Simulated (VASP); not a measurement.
Crystal: Ir.

```
Ir
1.0
     0.00000    3.36155    3.36155
     3.36155    0.00000    3.36155
     3.36155    3.36155    0.00000
Ir
2
Direct
  0.00000 0.00000 0.00000
  0.25000 0.25000 0.25000
```

This isn't the form of Ir at room conditions, which is fcc.

```yaml
Program: VASP 6.6.1
Task: relaxation of cell and atoms
Functional: PBE
Potentials_or_basis: VASP PAW PBE potentials, release 64 (Ir)
Cutoff: 600 eV
k_mesh: 6 × 6 × 6
Occupations: gaussian, width 0.1 eV
Spin: no spin polarisation
```

At the start: pressure -23.1 GPa; volume 37.99 Å³/atom.

Question: Where does the relaxation end?

Answer: Over 10 steps the energy falls by 2203.6 meV/atom and the volume is 21.59 Å³/atom (-43.2 %); space group Fd-3m (No. 227, to 0.1 Å) before and after.

Step by step:
```tsv
step	energy change (eV)	largest force (eV/Å)	pressure (GPa)	volume (Å³)
1	0.0000	0.0000	-23.09	75.97
2	-0.1969	0.0000	144.35	30.28
3	-2.4978	0.0000	-25.84	60.01
4	-3.8457	0.0000	-19.78	50.90
5	-4.1323	0.0000	23.26	39.01
6	-4.3895	0.0000	-4.62	44.38
7	-4.4069	0.0000	-0.72	43.36
8	-4.4056	0.0000	1.53	42.83
9	-4.3985	0.0000	-3.30	44.02
10	-4.4073	0.0000	-0.01	43.19
```

Final structure:
```
Ir
1.0
     0.00000    2.78466    2.78466
     2.78466    0.00000    2.78466
     2.78466    2.78466    0.00000
Ir
2
Direct
  0.00000 0.00000 0.00000
  0.25000 0.25000 0.25000
```

Caveat: the volume moved by over 15 % at a fixed basis, so the end points are rough.
